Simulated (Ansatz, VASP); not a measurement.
**Pb: VASP beside Ansatz**

```
Pb
1.0
     3.30600    0.00000    0.00000
    -1.65300    2.86308    0.00000
     0.00000    0.00000    5.59000
Pb
2
Direct
  0.33333 0.66667 0.25000
  0.66667 0.33333 0.75000
```

Change from the starting cell: strain -0.050 along x and y, +0.000 along z, atoms carried along.

Alike in both runs: task single point; functional PBEsol; k mesh 15 × 15 × 10; occupations gaussian, width 0.15 eV; no spin polarisation.

|  | VASP | Ansatz |
| --- | --- | --- |
| version | VASP 6.6.1 | Ansatz 0.2.0 |
| potentials or method | VASP PAW PBE potentials, release 64 (Pb_d), cutoff 520 eV | scalar-relativistic, plane waves, PAW |
| valence electrons in the cell | 28 | 28 |

Ansatz gave:

```
gap on the k mesh at the Fermi level (eV)                     : none
pressure (GPa)                                                : 7.8
traceless stress, the component that is largest in VASP (GPa) : -1.26
```

Question: Estimate VASP's values.

Answer: gap on the k mesh at the Fermi level (eV): none; pressure (GPa): 7.6; traceless stress, the component that is largest in VASP (GPa): -1.27.

VASP's potentials were made for PBE, not for PBEsol. A gap of «none» marks a metal or a gap that the smearing closes. The functional is the same, so the differences come from potentials, cutoffs and numerics.

Spin-orbit coupling is off throughout.
